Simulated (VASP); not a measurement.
A run of VASP 6.6.1 is set up as follows.

File INCAR:

```
SYSTEM = ZnS
ALGO = Normal
EDIFF = 1E-8
ENCUT = 520
GGA = PS
ISIF = 2
ISMEAR = 0
LASPH = .TRUE.
LCHARG = .FALSE.
LEPSILON = .TRUE.
LREAL = .FALSE.
LWAVE = .FALSE.
NELM = 80
PREC = Accurate
SIGMA = 0.01
```

KPOINTS

```
k-points
0
G
  12 12 4
  0 0 0
```

File POSCAR:

```
ZnS
1.0
    3.8110000000      0.0000000000      0.0000000000
   -1.9055000000      3.3004230000      0.0000000000
    0.0000000000      0.0000000000      6.2340000000
Zn S
2 2
Direct
    0.3333333333      0.6666666667      0.0000000000
    0.6666666667      0.3333333333      0.5000000000
    0.3333333333      0.6666666667      0.3850000000
    0.6666666667      0.3333333333      0.8850000000
```

Potentials or basis: VASP PAW PBE potentials, release 64 (Zn, S).

Launch:

```sh
$ cat potpaw_PBE.64/Zn/POTCAR potpaw_PBE.64/S/POTCAR > POTCAR
$ mpirun -np 1 vasp_std > vasp.out
```

(1) Estimate the electronic dielectric tensor (diagonal).

(2) Predict the Born charges (mean of the diagonal).

(3) What does it give for the band gap on the k mesh?

Answers

(1) 5.98, 5.98, 6.11.

(2) Zn +1.97; S -1.97 e.

(3) 2.12 eV.
